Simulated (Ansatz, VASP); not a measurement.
## One calculation of SiO2, two programs

The input INCAR:

```
ALGO = Normal ; EDIFF = 1E-6
ENCUT = 520 ; GGA = PE
ISIF = 2 ; ISMEAR = 0
LASPH = T ; LCHARG = F
LREAL = F ; LWAVE = F
NBANDS = 34 ; NELM = 100
PREC = Accurate ; SIGMA = 0.05
```

KPOINTS

```
k-points
0
Gamma
  6 6 4
```

The input POSCAR:

```
SiO2
1.0
    5.1819585999      0.0000000000      0.0000000000
   -2.5909793000      4.4877077888      0.0000000000
    0.0000000000      0.0000000000      5.7525981999
Si O
3 6
Direct
    0.0000000000      0.5000000000      0.3333333333
    0.5000000000      0.5000000000      0.6666666667
    0.5000000000      0.0000000000      0.0000000000
    0.5839605948      0.7919802974      0.8333333333
    0.7919802974      0.5839605948      0.5000000000
    0.7919802974      0.2080197026      0.1666666667
    0.4160394052      0.2080197026      0.8333333333
    0.2080197026      0.4160394052      0.5000000000
    0.2080197026      0.7919802974      0.1666666667
```

Input for Ansatz:

```yaml
crystal:
  lattice:
    - [5.1819585999, 0.0, 0.0]
    - [-2.5909793, 4.4877077888, 0.0]
    - [0.0, 0.0, 5.7525981999]
  atoms:
    - { symbol: Si, position: [0.0, 0.5, 0.3333333333] }
    - { symbol: Si, position: [0.5, 0.5, 0.6666666667] }
    - { symbol: Si, position: [0.5, 0.0, 0.0] }
    - { symbol: O, position: [0.5839605948, 0.7919802974, 0.8333333333] }
    - { symbol: O, position: [0.7919802974, 0.5839605948, 0.5] }
    - { symbol: O, position: [0.7919802974, 0.2080197026, 0.1666666667] }
    - { symbol: O, position: [0.4160394052, 0.2080197026, 0.8333333333] }
    - { symbol: O, position: [0.2080197026, 0.4160394052, 0.5] }
    - { symbol: O, position: [0.2080197026, 0.7919802974, 0.1666666667] }
basis:
  ecutwfc: 420
kpoints:
  mp_grid: { grid: [6, 6, 4] }
hamiltonian:
  xc: pbe
scf:
  occupations: { method: gaussian, width: 0.05 }
output:
  forces: true
  stress: true
  eigenvalues: true
```

Change from the starting cell: strain +0.015 along x and y, +0.030 along z, atoms carried along.

Alike in both runs: task single point; functional PBE; k mesh 6 × 6 × 4; occupations gaussian, width 0.05 eV; no spin polarisation.

|  | VASP | Ansatz |
| --- | --- | --- |
| version | VASP 6.6.1 | Ansatz 0.2.0 |
| potentials or method | VASP PAW PBE potentials, release 64 (Si, O), cutoff 520 eV | scalar-relativistic, plane waves, PAW |
| valence electrons in the cell | 48 | 48 |

Ansatz gave:

* gap on the k mesh at the Fermi level (eV): 5.09
* least direct gap on the mesh (eV): 5.23
* pressure (GPa): -9.1
* traceless stress, the component that is largest in VASP (GPa): -0.84
* rms of the force components (eV/Å): 0.177

Question: What did VASP give for the same quantities?

Answer: gap on the k mesh at the Fermi level (eV): 5.08; least direct gap on the mesh (eV): 5.23; pressure (GPa): -9.1; traceless stress, the component that is largest in VASP (GPa): -0.81; rms of the force components (eV/Å): 0.183.

Atom by atom the forces differ by 0.006 eV/Å (rms over components).
